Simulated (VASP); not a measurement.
# YN (Fm-3m) in VASP: notebook, part 2 of 2

VASP 6.6.1. The steps go on from the part before.

## (3) Single point, LDA

File INCAR:

```
ALGO = Normal ; EDIFF = 1E-6
ENCUT = 600 ; GGA = CA
GGA_COMPAT = False ; ISIF = 2
ISMEAR = 0 ; LASPH = True
LCHARG = True ; LELF = True
LREAL = False ; LVHAR = True
LWAVE = False ; NBANDS = 15
NELM = 120 ; PREC = Accurate
SIGMA = 0.1
```

File KPOINTS:

```
k-points
0
Gamma
  16 16 16
```

File POSCAR:

```
YN
1.0
    0.0000000000      2.4099550854      2.4099550854
    2.4099550854      0.0000000000      2.4099550854
    2.4099550854      2.4099550854      0.0000000000
Y N
1 1
Direct
    0.0000000000      0.0000000000      0.0000000000
    0.5000000000      0.5000000000      0.5000000000
```

Potentials or basis: VASP PAW LDA potentials, release 64 (Y_sv, N).

Launch:

```console
> cat potpaw_LDA.64/Y_sv/POTCAR potpaw_LDA.64/N/POTCAR > POTCAR
> mpirun -np 1 vasp_std > vasp.out
```

OUTCAR:

```text
EDIFF = 1E-6
   ENCUT = 600
   GGA = CA
   ISIF = 2
   ISMEAR = 0
   LASPH = True
   LREAL = False
   NELM = 120
   PREC = Accurate

 ion  position               nearest neighbor table
   1  0.000  0.000  0.000-   2 2.41   2 2.41   2 2.41   2 2.41   2 2.41   2 2.41
   2  0.500  0.500  0.500-   1 2.41   1 2.41   1 2.41   1 2.41   1 2.41   1 2.41

  LATTYP: Found a face centered cubic cell.
 ALAT       =     4.8199101708

  Lattice vectors:

 A1 = (   0.0000000000,   2.4099550854,   2.4099550854)
 A2 = (   2.4099550854,   0.0000000000,   2.4099550854)
 A3 = (   2.4099550854,   2.4099550854,   0.0000000000)

Analysis of symmetry for initial positions (statically):
=====================================================================
 Subroutine PRICEL returns:
 Original cell was already a primitive cell.

 Routine SETGRP: Setting up the symmetry group for a
 face centered cubic supercell.

 Subroutine GETGRP returns: Found 48 space group operations
 (whereof 48 operations were pure point group operations)
 out of a pool of 48 trial point group operations.

The static configuration has the point symmetry O_h .

Analysis of symmetry for dynamics (positions and initial velocities):
=====================================================================
 Subroutine PRICEL returns:
 Original cell was already a primitive cell.

 Routine SETGRP: Setting up the symmetry group for a
 face centered cubic supercell.

 Subroutine GETGRP returns: Found 48 space group operations
 (whereof 48 operations were pure point group operations)
 out of a pool of 48 trial point group operations.

The dynamic configuration has the point symmetry O_h .

 Subroutine INISYM returns: Found 48 space group operations
 (whereof 48 operations are pure point group operations),
 and found     1 'primitive' translations

----------------------------------------------------------------------------------------

                                     Primitive cell

  volume of cell :      27.9935

  direct lattice vectors                    reciprocal lattice vectors
     0.000000000  2.409955085  2.409955085    -0.207472746  0.207472746  0.207472746
     2.409955085  0.000000000  2.409955085     0.207472746 -0.207472746  0.207472746
     2.409955085  2.409955085  0.000000000     0.207472746  0.207472746 -0.207472746

  length of vectors
     3.408191166  3.408191166  3.408191166     0.359353338  0.359353338  0.359353338

  position of ions in fractional coordinates (direct lattice)
     0.000000000  0.000000000  0.000000000
     0.500000000  0.500000000  0.500000000

  ion indices of the primitive-cell ions
   primitive index   ion index
                 1           1
                 2           2

----------------------------------------------------------------------------------------

 KPOINTS: k-points

Automatic generation of k-mesh.
 Grid dimensions read from file:
 generate k-points for:   16   16   16

 Generating k-lattice:

  Cartesian coordinates                     Fractional coordinates (reciprocal lattice)
    -0.012967047  0.012967047  0.012967047     0.062500000  0.000000000  0.000000000
     0.012967047 -0.012967047  0.012967047     0.000000000  0.062500000  0.000000000
     0.012967047  0.012967047 -0.012967047     0.000000000  0.000000000  0.062500000

  Length of vectors
     0.022459584  0.022459584  0.022459584

  Shift w.r.t. Gamma in fractional coordinates (k-lattice)
     0.000000000  0.000000000  0.000000000

 Subroutine IBZKPT returns following result:
 ===========================================

 Found    145 irreducible k-points:

 Following reciprocal coordinates:
            Coordinates               Weight
  0.000000  0.000000  0.000000      1.000000
  0.062500  0.000000  0.000000      8.000000
  0.125000  0.000000  0.000000      8.000000
  0.187500  0.000000  0.000000      8.000000
  0.250000  0.000000  0.000000      8.000000
  0.312500  0.000000  0.000000      8.000000
[... 16 lines left out ...]
 -0.125000  0.062500  0.000000     24.000000
 -0.062500  0.062500  0.000000     12.000000
 [... further k-points ...]
   k-points           NKPTS =    145   k-points in BZ     NKDIM =    145   number of bands    NBANDS=     15
   number of dos      NEDOS =    301   number of ions     NIONS =      2
   total plane-waves  NPLWV =  21952
   dimension x,y,z NGX =    28 NGY =   28 NGZ =   28
   dimension x,y,z NGXF=    56 NGYF=   56 NGZF=   56
   ions per type =               1   1
   NGX,Y,Z   is equivalent  to a cutoff of  13.66, 13.66, 13.66 a.u.
   NGXF,Y,Z  is equivalent  to a cutoff of  27.32, 27.32, 27.32 a.u.
 SYSTEM =  unknown system
   PREC   = accura    normal or accurate (medium, high low for compatibility)
   ISTART =      0    job   : 0-new  1-cont  2-samecut
   ICHARG =      2    charge: 1-file 2-atom 10-const
   ISPIN  =      1    spin polarized calculation?
   LNONCOLLINEAR =      F non collinear calculations
   LSORBIT =      F    spin-orbit coupling
   LASPH  =      T    aspherical Exc in radial PAW
   ENCUT  =  600.0 eV  44.10 Ry    6.64 a.u.   6.81  6.81  6.81*2*pi/ulx,y,z
   NELM   =    120;   NELMIN=  2; NELMDL= -5     # of ELM steps
   EDIFF  = 0.1E-05   stopping-criterion for ELM
   LREAL  =      F    real-space projection
[... 7 lines left out ...]
   TEBEG  =    0.0;   TEEND  =   0.0 temperature during run
   PSTRESS=    0.0 pullay stress
   NELECT =      16.0000    total number of electrons
   NUPDOWN=      -1.0000    fix difference up-down
   EMIN   =  10.00;   EMAX   =-10.00  energy-range for DOS
   EFERMI =   0.00;   METHOD = LEGACY
   ISMEAR =     0;   SIGMA  =   0.10  broadening in eV -4-tet -1-fermi 0-gaus
   EFERMI_NEDOS =   21; number of points for ismear=-14 and -15
   IALGO  =     38    algorithm
   IMIX   =      4    mixing-type and parameters
     AMIX     =   0.40;   BMIX     =  1.00
     AMIX_MAG =   1.60;   BMIX_MAG =  1.00
  volume/ion in A,a.u.               =      14.00        94.45
  Fermi-wavevector in a.u.,A,eV,Ry     =   1.358613  2.567407 25.114045  1.845830
  Thomas-Fermi vector in A             =   2.485432
   LORBIT       =      0    0 simple, 1 ext, 2 COOP (PROOUT), +10 PAW based schemes
   GGA     = CA    functional components
   LHFCALC =     F    Hartree Fock is set to
   AEXX    =    0.0000 exact exchange contribution
   IVDW    =     0    specifies the selected vdW correction
   LEPSILON=     F    determine dielectric tensor
   LRPA    =     F    only Hartree local field effects (RPA)
 non-spin polarized calculation
 Gauss-broadening in eV      SIGMA  =   0.10
  energy-cutoff  :      600.00
  volume of cell :       27.99
 maximum number of plane-waves:       950
   NGX = 13   NGY = 13   NGZ = 13

 number of electron      16.0000000 magnetization

 Free energy of the ion-electron system (eV)
  ---------------------------------------------------
  ext. energy  EPLUGINS =         0.00000000
  ---------------------------------------------------
  free energy    TOTEN  =       -19.88848685 eV

  energy without entropy =      -19.88828900  energy(sigma->0) =      -19.88838792

 E-fermi :   4.2071     XC(G=0): -11.7932

 val. band max:        4.2067663411   @ k =   0.5000   0.5000   0.0000
 cond. band min:       4.2860113310   @ k =   0.4375   0.4375   0.0000
 fundamental gap:      0.0792449899
 Fermi energy:         4.2071034423

 k-point     1 :       0.0000    0.0000    0.0000
  band No.  band energies     occupation
      1     -36.1644      2.00000
      2     -15.8917      2.00000
      3     -15.8917      2.00000
      4     -15.8917      2.00000
      5      -8.6102      2.00000
      6       4.1948      1.13763
      7       4.1948      1.13762
      8       4.1948      1.13762
      9       7.3113      0.00000
     10       7.3113      0.00000
     11       7.3113      0.00000
     12       8.7412      0.00000
     13       9.4433      0.00000
     14       9.4433      0.00000
     15      15.0749      0.00000
[... 397 lines left out ...]
 k-point    24 :      -0.0625    0.0625    0.0000
  band No.  band energies     occupation
      1     -36.1497      2.00000
      2     -16.0378      2.00000
      3     -15.9222      2.00000
      4     -15.8922      2.00000
      5      -8.4002      2.00000
      6       3.4725      2.00000
      7       3.7316      2.00000
      8       3.9981      1.99688
      9       7.3271      0.00000
     10       7.4603      0.00000
     11       7.7979      0.00000
     12       9.1677      0.00000
     13       9.9169      0.00000
     14      10.2061      0.00000
     15      15.7906      0.00000

 [... further k-points ...]
[... 5 lines left out ...]
  --------------------------------------------------------------------------------------
  -------------------------------------------------------------------------------------
  Total        0.0213387      0.0213387      0.0213387      0.0000000      0.0000000      0.0000000
  in kB        1.2212984      1.2212984      1.2212984      0.0000000      0.0000000      0.0000000
  external PRESSURE =       1.2212984 kB  Pullay stress =       0.0000000 kB

 VOLUME and BASIS-vectors are now :
 -----------------------------------------------------------------------------
  energy-cutoff  :      600.00
  volume of cell :       27.99
      direct lattice vectors                 reciprocal lattice vectors
     0.000000000  2.409955085  2.409955085    -0.207472746  0.207472746  0.207472746
     2.409955085  0.000000000  2.409955085     0.207472746 -0.207472746  0.207472746
     2.409955085  2.409955085  0.000000000     0.207472746  0.207472746 -0.207472746

 POSITION                                       TOTAL-FORCE (eV/Angst)
 -----------------------------------------------------------------------------------
      0.00000      0.00000      0.00000         0.000000      0.000000      0.000000
      2.40996      2.40996      2.40996        -0.000000     -0.000000     -0.000000
 -----------------------------------------------------------------------------------
    total drift:                                0.000000      0.000000      0.000000

  FREE ENERGIE OF THE ION-ELECTRON SYSTEM (eV)
  ---------------------------------------------------
  free  energy   TOTEN  =       -19.8884868489 eV

  energy  without entropy=      -19.8882890002  energy(sigma->0) =      -19.88838792
```

stdout:

```text
POSCAR found type information on POSCAR Y N
 POSCAR found :  2 types and       2 ions
 scaLAPACK will be used
 LDA part: xc-table for (Slater(with rela. corr.)+CA(PZ))
 , standard interpolation
 POSCAR, INCAR and KPOINTS ok, starting setup
 FFT: planning ... GRIDC
 FFT: planning ... GRID_SOFT
 FFT: planning ... GRID
 WAVECAR not read
 entering main loop
```

Run time: 32 s. Hardware: 1 thread of Intel Xeon 6975P-C (Granite Rapids), shared host; peak memory 0.23 GiB.

Results:

```
Free energy            : -19.8885 eV
Pressure               : 0.1 GPa
Band gap on the k mesh : 0.01 eV (least direct gap 0.36 eV)
```

Caveat: the smearing spreads over this small gap; semilocal functionals underestimate gaps, and a narrow one can read as zero.

## (4) Relaxation of cell and atoms, LDA

File INCAR:

```
SYSTEM = YN
  PREC = Accurate
  ENCUT = 600
  EDIFF = 1E-7
  ISMEAR = 0
  SIGMA = 0.1
  LREAL = .False.
  LASPH = .True.
  NELM = 120
  ALGO = Normal
  ISIF = 3
  LWAVE = .False.
  LCHARG = .False.
  GGA = CA
  IBRION = 2
  NSW = 100
  EDIFFG = -0.002
  GGA_COMPAT = .False.
  NELMIN = 4
```

File KPOINTS:

```
Automatic mesh
0
Gamma
  16 16 16
  0 0 0
```

File POSCAR:

```
YN
1.0
    0.0000000000      2.4100689743      2.4100689743
    2.4100689743      0.0000000000      2.4100689743
    2.4100689743      2.4100689743      0.0000000000
Y N
1 1
Direct
    0.0000000000      0.0000000000      0.0000000000
    0.5000000000      0.5000000000      0.5000000000
```

Potentials or basis: VASP PAW LDA potentials, release 64 (Y_sv, N).

Launch:

```console
> cat potpaw_LDA.64/Y_sv/POTCAR potpaw_LDA.64/N/POTCAR > POTCAR
> mpirun -np 1 vasp_std > vasp.out
```

OUTCAR:

```text
SYSTEM = YN
   PREC = Accurate
   ENCUT = 600
   EDIFF = 1E-7
   ISMEAR = 0
   LREAL = .False.
   LASPH = .True.
   NELM = 120
   ISIF = 3
   GGA = CA
   IBRION = 2
   NSW = 100
   EDIFFG = -0.002
   NELMIN = 4

 ion  position               nearest neighbor table
   1  0.000  0.000  0.000-   2 2.41   2 2.41   2 2.41   2 2.41   2 2.41   2 2.41
   2  0.500  0.500  0.500-   1 2.41   1 2.41   1 2.41   1 2.41   1 2.41   1 2.41

  LATTYP: Found a face centered cubic cell.
 ALAT       =     4.8201379486

  Lattice vectors:

 A1 = (   0.0000000000,   2.4100689743,   2.4100689743)
 A2 = (   2.4100689743,   0.0000000000,   2.4100689743)
 A3 = (   2.4100689743,   2.4100689743,   0.0000000000)

Analysis of symmetry for initial positions (statically):
=====================================================================
 Subroutine PRICEL returns:
 Original cell was already a primitive cell.

 Routine SETGRP: Setting up the symmetry group for a
 face centered cubic supercell.

 Subroutine GETGRP returns: Found 48 space group operations
 (whereof 48 operations were pure point group operations)
 out of a pool of 48 trial point group operations.

The static configuration has the point symmetry O_h .

Analysis of symmetry for dynamics (positions and initial velocities):
=====================================================================
 Subroutine PRICEL returns:
[... 232 lines left out ...]
 Free energy of the ion-electron system (eV)
  ---------------------------------------------------
  ext. energy  EPLUGINS =         0.00000000
  ---------------------------------------------------
  free energy    TOTEN  =       -19.88849578 eV

  energy without entropy =      -19.88829861  energy(sigma->0) =      -19.88839720

 E-fermi :   4.2043     XC(G=0): -11.7904

 val. band max:        4.1917227373   @ k =   0.0000   0.0000   0.0000
 cond. band min:       4.2043021822   @ k =   0.5000   0.5000   0.0000
 fundamental gap:      0.0125794448
 Fermi energy:         4.2042703733

 k-point     1 :       0.0000    0.0000    0.0000
  band No.  band energies     occupation
      1     -36.1702      2.00000
      2     -15.8980      2.00000
      3     -15.8980      2.00000
      4     -15.8980      2.00000
      5      -8.6119      2.00000
      6       4.1917      1.14085
      7       4.1917      1.14085
      8       4.1917      1.14085
      9       7.3069      0.00000
     10       7.3069      0.00000
     11       7.3069      0.00000
     12       8.7325      0.00000
[... 331 lines left out ...]
 k-point    24 :      -0.0625    0.0625    0.0000
  band No.  band energies     occupation
      1     -36.1555      2.00000
      2     -16.0439      2.00000
      3     -15.9286      2.00000
      4     -15.8986      2.00000
      5      -8.4022      2.00000
      6       3.4695      2.00000
      7       3.7288      2.00000
      8       3.9951      1.99691
      9       7.3228      0.00000
     10       7.4558      0.00000
     11       7.7931      0.00000
     12       9.1596      0.00000

 [... further k-points ...]

------------------------ aborting loop because EDIFF is reached ----------------------------------------

  FORCE on cell =-STRESS in cart. coord.  units (eV):
  Direction    XX          YY          ZZ          XY          YZ          ZX
  --------------------------------------------------------------------------------------
  -------------------------------------------------------------------------------------
  Total       -0.0004141     -0.0004141     -0.0004141      0.0000000      0.0000000     -0.0000000
  in kB       -0.0236854     -0.0236854     -0.0236854      0.0000000      0.0000000     -0.0000000
  external PRESSURE =      -0.0236854 kB  Pullay stress =       0.0000000 kB
[... 17 lines left out ...]
  FREE ENERGIE OF THE ION-ELECTRON SYSTEM (eV)
  ---------------------------------------------------
  free  energy   TOTEN  =       -19.8884957850 eV

  energy  without entropy=      -19.8882986137  energy(sigma->0) =      -19.88839720

 reached required accuracy - stopping structural energy minimisation
```

CONTCAR:

```text
YN
   1.00000000000000
     0.0000000000000000    2.4104095530931882    2.4104095530931882
     2.4104095530931882    0.0000000000000000    2.4104095530931882
     2.4104095530931882    2.4104095530931882    0.0000000000000000
  Y               N
     1     1
Direct
     0.0000000000000000    0.0000000000000000    0.0000000000000000
     0.5000000000000000    0.5000000000000000    0.5000000000000000

  0.00000000E+00  0.00000000E+00  0.00000000E+00
  0.00000000E+00  0.00000000E+00  0.00000000E+00
```

Wall time 75 s (1 thread of Intel Xeon 6975P-C (Granite Rapids), shared host); peak memory 0.21 GiB.

What came out:

```
Free energy                           : -19.8885 eV
Relaxed volume                        : 14.00 Å³/atom
Relaxed cell                          : a = 3.409 Å, b = 3.409 Å, c = 3.409 Å, α = 60.00°, β = 60.00°, γ = 60.00°
Space group after relaxing (to 0.1 Å) : Fm-3m (No. 225)
Energy gained by relaxing             : 0.0 meV/atom
Ionic steps                           : 3
Pressure after relaxing               : 0.0 GPa
Band gap on the k mesh                : 0.01 eV (least direct gap 0.36 eV)
```

Final structure:
```
Y N
1.0
     0.00000    2.41041    2.41041
     2.41041    0.00000    2.41041
     2.41041    2.41041    0.00000
Y N
1 1
Direct
  0.00000 0.00000 0.00000
  0.50000 0.50000 0.50000
```

Levels at points of the mesh, in eV from the valence-band top:
| k point | band 4 | band 5 | band 6 | band 7 | band 8 | band 9 | band 10 | band 11 | band 12 |
| --- | --- | --- | --- | --- | --- | --- | --- | --- | --- |
| (0.00, 0.00, 0.00) | -20.09 | -12.80 | 0.00 | 0.00 | 0.00 | 3.12 | 3.12 | 3.12 | 4.54 |
| (0.50, 0.00, 0.00) | -20.19 | -10.77 | -4.25 | -2.39 | -2.39 | 5.87 | 6.58 | 6.58 | 6.96 |
| (0.50, 0.50, 0.00) | -20.48 | -12.37 | -1.39 | -0.35 | -0.35 | 0.01 | 7.11 | 7.70 | 8.24 |

Caveat: the smearing spreads over this small gap; semilocal functionals underestimate gaps, and a narrow one can read as zero.

## (5) Overview

| task | cell | k mesh | smearing | gap on the mesh (eV) | pressure (GPa) |
| --- | --- | --- | --- | --- | --- |
| single point | as given | 12 × 12 × 12 | gaussian 0.01 eV | 0.01 | 0.1 |
| single point | as given | 16 × 16 × 16 | gaussian 0.1 eV | 0.01 | 0.1 |
| relaxation of cell and atoms | relaxed | 16 × 16 × 16 | gaussian 0.1 eV | 0.01 | 0.0 |

Alike in all rows: level LDA; potentials or basis VASP PAW LDA potentials, release 64 (Y_sv, N); no spin polarisation; cutoff (eV) 600.

Caveats: semilocal functionals underestimate gaps, and a narrow one can read as zero; the smearing spreads over this small gap (at least some runs).

Total energies depend on the potentials used, so only differences within one code and one set of settings carry meaning.

The gap in the log of VASP goes by the Fermi energy; the results here count the filled bands.